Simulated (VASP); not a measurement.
# CdS (Hawleyite) (F-43m) in VASP: further runs, part 2 of 2

VASP 6.6.1.

## (3) Single point, r2SCAN+rVV10

This run uses another cell than the first one, of 25.30 Å³/atom, 1.020 times its volume.

POSCAR reads:

```
CdS
1.0
    0.0000000000      2.9358151324      2.9358151324
    2.9358151324      0.0000000000      2.9358151324
    2.9358151324      2.9358151324      0.0000000000
Cd S
1 1
Direct
    0.0000000000      0.0000000000      0.0000000000
    0.7500000000      0.7500000000      0.7500000000
```

INCAR.step1 reads:

```
SYSTEM = CdS
PREC = Accurate ; ENCUT = 520
ISMEAR = -1 ; SIGMA = 0.05
LREAL = .False. ; LASPH = .True.
NELM = 100 ; NBANDS = 16
GGA = PE ; ALGO = Normal
EDIFF = 1E-4 ; LWAVE = .True.
LCHARG = .False.
```

INCAR.step2 reads:

```
SYSTEM = CdS
PREC = Accurate ; ENCUT = 520
EDIFF = 1E-6 ; ISMEAR = -1
SIGMA = 0.05 ; LREAL = .False.
LASPH = .True. ; NELM = 100
ALGO = Normal ; ISIF = 2
LWAVE = .False. ; LCHARG = .False.
METAGGA = R2SCAN ; LMIXTAU = .True.
LUSE_VDW = .True. ; IVDW_NL = 2
BPARAM = 11.95 ; CPARAM = 0.0093
NBANDS = 16 ; ISTART = 1
```

KPOINTS reads:

```
Automatic mesh
0
Gamma
  8 8 8
  0 0 0
```

Potentials or basis: VASP PAW PBE potentials, release 64 (Cd, S).

Started as:

```console
$ cat potpaw_PBE.64/Cd/POTCAR potpaw_PBE.64/S/POTCAR > POTCAR
$ cp INCAR.step1 INCAR
$ mpirun -np 1 vasp_std > vasp.out
$ cp INCAR.step2 INCAR
$ mpirun -np 1 vasp_std > vasp.out
```

Wall time 54 s (1 thread of Intel Xeon 6975P-C (Granite Rapids), shared host); peak memory 0.32 GiB.

It converged, with:

| Property | Result |
| --- | --- |
| Free energy | -29.1184 eV |
| Pressure | -0.3 GPa |
| Band gap on the k mesh | 1.49 eV, direct |

Levels at points of the mesh, in eV from the valence-band top:
| k point | band 5 | band 6 | band 7 | band 8 | band 9 | band 10 | band 11 | band 12 | band 13 | band 14 |
| --- | --- | --- | --- | --- | --- | --- | --- | --- | --- | --- |
| (0.00, 0.00, 0.00) | -7.40 | -7.40 | 0.00 | 0.00 | 0.00 | 1.49 | 7.05 | 7.05 | 7.05 | 11.74 |
| (0.50, 0.00, 0.00) | -7.36 | -7.03 | -4.37 | -0.74 | -0.74 | 3.40 | 7.44 | 7.44 | 7.75 | 11.40 |
| (0.50, 0.50, 0.00) | -7.31 | -6.97 | -3.90 | -1.87 | -1.87 | 3.79 | 4.70 | 9.62 | 11.39 | 11.39 |

Caveat: the PAW data sets were made with another functional, which shifts forces and pressure a little.

## (4) Single point, r2SCAN+rVV10

This run uses another cell than the first one, of 25.80 Å³/atom, 1.040 times its volume.

POSCAR reads:

```
CdS
1.0
    0.0000000000      2.9548794012      2.9548794012
    2.9548794012      0.0000000000      2.9548794012
    2.9548794012      2.9548794012      0.0000000000
Cd S
1 1
Direct
    0.0000000000      0.0000000000      0.0000000000
    0.7500000000      0.7500000000      0.7500000000
```

INCAR.step1 reads:

```
ALGO = Normal
EDIFF = 1E-4
ENCUT = 520
GGA = PE
ISMEAR = -1
LASPH = True
LCHARG = False
LREAL = False
LWAVE = True
NBANDS = 16
NELM = 80
PREC = Accurate
SIGMA = 0.05
```

INCAR.step2 reads:

```
ALGO = Normal
BPARAM = 11.95
CPARAM = 0.0093
EDIFF = 1E-6
ENCUT = 520
ISIF = 2
ISMEAR = -1
ISTART = 1
IVDW_NL = 2
LASPH = True
LCHARG = True
LELF = True
LMIXTAU = True
LREAL = False
LUSE_VDW = True
LVHAR = True
LWAVE = False
METAGGA = R2SCAN
NBANDS = 16
NELM = 80
PREC = Accurate
SIGMA = 0.05
```

KPOINTS reads:

```
k-points
0
Gamma
  8 8 8
```

Started as:

```console
$ cat potpaw_PBE.64/Cd/POTCAR potpaw_PBE.64/S/POTCAR > POTCAR
$ cp INCAR.step1 INCAR
$ mpirun -np 1 vasp_std > vasp.out
$ cp INCAR.step2 INCAR
$ mpirun -np 1 vasp_std > vasp.out
```

Run time: 52 s. Hardware: 1 thread of Intel Xeon 6975P-C (Granite Rapids), shared host; peak memory 0.32 GiB.

Results (log left out):

| Property | Result |
| --- | --- |
| Free energy | -29.1131 eV |
| Pressure | -1.4 GPa |
| Band gap on the k mesh | 1.44 eV, direct |

Levels at points of the mesh, in eV from the valence-band top:
| k point | band 5 | band 6 | band 7 | band 8 | band 9 | band 10 | band 11 | band 12 | band 13 | band 14 |
| --- | --- | --- | --- | --- | --- | --- | --- | --- | --- | --- |
| (0.00, 0.00, 0.00) | -7.36 | -7.36 | 0.00 | 0.00 | 0.00 | 1.44 | 7.06 | 7.06 | 7.06 | 11.62 |
| (0.50, 0.00, 0.00) | -7.33 | -7.01 | -4.25 | -0.71 | -0.71 | 3.37 | 7.44 | 7.44 | 7.68 | 11.32 |
| (0.50, 0.50, 0.00) | -7.28 | -6.95 | -3.81 | -1.80 | -1.80 | 3.82 | 4.67 | 9.53 | 11.27 | 11.27 |

Caveat: the PAW data sets were made with another functional, which shifts forces and pressure a little. r2SCAN opens gaps a little over a GGA but as a rule still falls short of measured ones.

## (5) Single point, r2SCAN+rVV10

This run uses another cell than the first one, of 26.30 Å³/atom, 1.060 times its volume.

POSCAR reads:

```
CdS
1.0
    0.0000000000      2.9737007966      2.9737007966
    2.9737007966      0.0000000000      2.9737007966
    2.9737007966      2.9737007966      0.0000000000
Cd S
1 1
Direct
    0.0000000000      0.0000000000      0.0000000000
    0.7500000000      0.7500000000      0.7500000000
```

INCAR.step1 reads:

```
SYSTEM = CdS
  PREC = Accurate
  ENCUT = 520
  ISMEAR = -1
  SIGMA = 0.05
  LREAL = .False.
  LASPH = .True.
  NELM = 100
  NBANDS = 16
  GGA = PE
  ALGO = Normal
  EDIFF = 1E-4
  LWAVE = .True.
  LCHARG = .False.
```

INCAR.step2 reads:

```
SYSTEM = CdS
  PREC = Accurate
  ENCUT = 520
  EDIFF = 1E-6
  ISMEAR = -1
  SIGMA = 0.05
  LREAL = .False.
  LASPH = .True.
  NELM = 100
  ALGO = Normal
  ISIF = 2
  LWAVE = .False.
  LCHARG = .True.
  METAGGA = R2SCAN
  LMIXTAU = .True.
  LUSE_VDW = .True.
  IVDW_NL = 2
  BPARAM = 11.95
  CPARAM = 0.0093
  LELF = .True.
  LVHAR = .True.
  NBANDS = 16
  ISTART = 1
```

KPOINTS reads:

```
regular mesh
0
Gamma
  8 8 8
  0 0 0
```

Started as:

```console
$ cat potpaw_PBE.64/Cd/POTCAR potpaw_PBE.64/S/POTCAR > POTCAR
$ cp INCAR.step1 INCAR
$ mpirun -np 1 vasp_std > vasp.out
$ cp INCAR.step2 INCAR
$ mpirun -np 1 vasp_std > vasp.out
```

It took 56 s on 1 thread of Intel Xeon 6975P-C (Granite Rapids), shared host; peak memory 0.32 GiB.

The run converged. Its results:

| Property | Result |
| --- | --- |
| Free energy | -29.1011 eV |
| Pressure | -2.5 GPa |
| Band gap on the k mesh | 1.40 eV, direct |

Levels at points of the mesh, in eV from the valence-band top:
| k point | band 7 | band 8 | band 9 | band 10 | band 11 | band 12 |
| --- | --- | --- | --- | --- | --- | --- |
| (0.00, 0.00, 0.00) | 0.00 | 0.00 | 0.00 | 1.40 | 7.05 | 7.05 |
| (0.50, 0.00, 0.00) | -4.13 | -0.69 | -0.69 | 3.34 | 7.44 | 7.44 |
| (0.50, 0.50, 0.00) | -3.73 | -1.73 | -1.73 | 3.84 | 4.65 | 9.43 |

Caveat: the PAW data sets were made with another functional, which shifts forces and pressure a little.

## (6) Relaxation of cell and atoms, PBEsol+D4

INCAR reads:

```
ALGO     = Normal         # electronic algorithm
EDIFF    = 1E-7           # SCF threshold, eV
EDIFFG   = -0.01          # ionic threshold
ENCUT    = 600            # plane-wave cutoff, eV
GGA      = PS             # functional
IBRION   = 2              # ionic algorithm
ISIF     = 3              # what is computed and relaxed
ISMEAR   = -1             # smearing method
IVDW     = 13             # dispersion correction
LASPH    = T              # aspherical terms in the spheres
LCHARG   = F              # write CHGCAR
LREAL    = F              # projectors in reciprocal space
LWAVE    = F              # write WAVECAR
NELM     = 100            # most SCF steps
NSW      = 60             # ionic steps
PREC     = Accurate       # precision mode
SIGMA    = 0.05           # smearing width, eV
```

KPOINTS reads:

```
k-points
0
Gamma
  8 8 8
```

POSCAR reads:

```
CdS
1.0
    0.0000000000      2.9165000000      2.9165000000
    2.9165000000      0.0000000000      2.9165000000
    2.9165000000      2.9165000000      0.0000000000
Cd S
1 1
Direct
    0.0000000000      0.0000000000      0.0000000000
    0.7500000000      0.7500000000      0.7500000000
```

Potentials or basis: VASP PAW PBE potentials, release 64 (Cd, S).

Started as:

```console
$ cat potpaw_PBE.64/Cd/POTCAR potpaw_PBE.64/S/POTCAR > POTCAR
$ mpirun -np 1 vasp_std > vasp.out
```

It took 27 s on 1 thread of Intel Xeon 6975P-C (Granite Rapids), shared host; peak memory 0.22 GiB.

The run converged. Its results:

* Free energy: -7.1871 eV
* Relaxed volume: 24.38 Å³/atom
* Relaxed cell: a = 4.101 Å, b = 4.101 Å, c = 4.101 Å, α = 60.00°, β = 60.00°, γ = 60.00°
* Space group after relaxing (to 0.05 Å): F-43m (No. 216)
* Energy gained by relaxing: 1.4 meV/atom
* Ionic steps: 3
* Pressure after relaxing: 0.0 GPa
* Band gap on the k mesh: 1.04 eV, direct
* Dispersion energy per atom: -0.188 eV

The path:
```tsv
step	energy change (eV)	largest force (eV/Å)	pressure (GPa)	volume (Å³)
1	0.0000	0.0000	-1.07	49.62
2	-0.0024	0.0000	0.45	48.44
3	-0.0029	0.0000	-0.02	48.77
```

Final structure:
```xyz
2
Lattice="0.0000 2.8998 2.8998 2.8998 0.0000 2.8998 2.8998 2.8998 0.0000" Properties=species:S:1:pos:R:3 pbc="T T T"
Cd    0.0000    0.0000    0.0000
S     4.3497    4.3497    4.3497
```

Levels at points of the mesh, in eV from the valence-band top:
| k point | band 5 | band 6 | band 7 | band 8 | band 9 | band 10 | band 11 | band 12 | band 13 |
| --- | --- | --- | --- | --- | --- | --- | --- | --- | --- |
| (0.00, 0.00, 0.00) | -7.28 | -7.28 | 0.00 | 0.00 | 0.00 | 1.04 | 6.44 | 6.44 | 6.44 |
| (0.50, 0.00, 0.00) | -7.24 | -6.89 | -4.59 | -0.79 | -0.79 | 2.91 | 6.91 | 6.91 | 7.38 |
| (0.50, 0.50, 0.00) | -7.19 | -6.82 | -4.09 | -1.97 | -1.97 | 3.36 | 4.27 | 9.15 | 10.77 |

Caveat: the PAW data sets were made with another functional, which shifts forces and pressure a little.

## (7) Summary

| task | level | cell | cutoff (eV) | gap on the mesh (eV) | pressure (GPa) |
| --- | --- | --- | --- | --- | --- |
| single point | r2SCAN+rVV10 | a = 4.125 Å, angles 60.0°, 2 atoms | 520 | 1.53 | 1.0 |
| single point | r2SCAN+rVV10 | a = 4.152 Å, angles 60.0°, 2 atoms | 520 | 1.49 | -0.3 |
| single point | r2SCAN+rVV10 | a = 4.179 Å, angles 60.0°, 2 atoms | 520 | 1.44 | -1.4 |
| single point | r2SCAN+rVV10 | a = 4.205 Å, angles 60.0°, 2 atoms | 520 | 1.40 | -2.5 |
| relaxation of cell and atoms | PBEsol+D4 | relaxed from a = 4.125 Å, angles 60.0°, 2 atoms | 600 | 1.04 | 0.0 |

Alike in all rows: potentials or basis VASP PAW PBE potentials, release 64 (Cd, S); no spin polarisation; k mesh 8 × 8 × 8; smearing fermi-dirac 0.05 eV.

Caveats: the PAW data sets were made with another functional, which shifts forces and pressure a little.

Absolute energies hang on the potentials; compare differences alone.
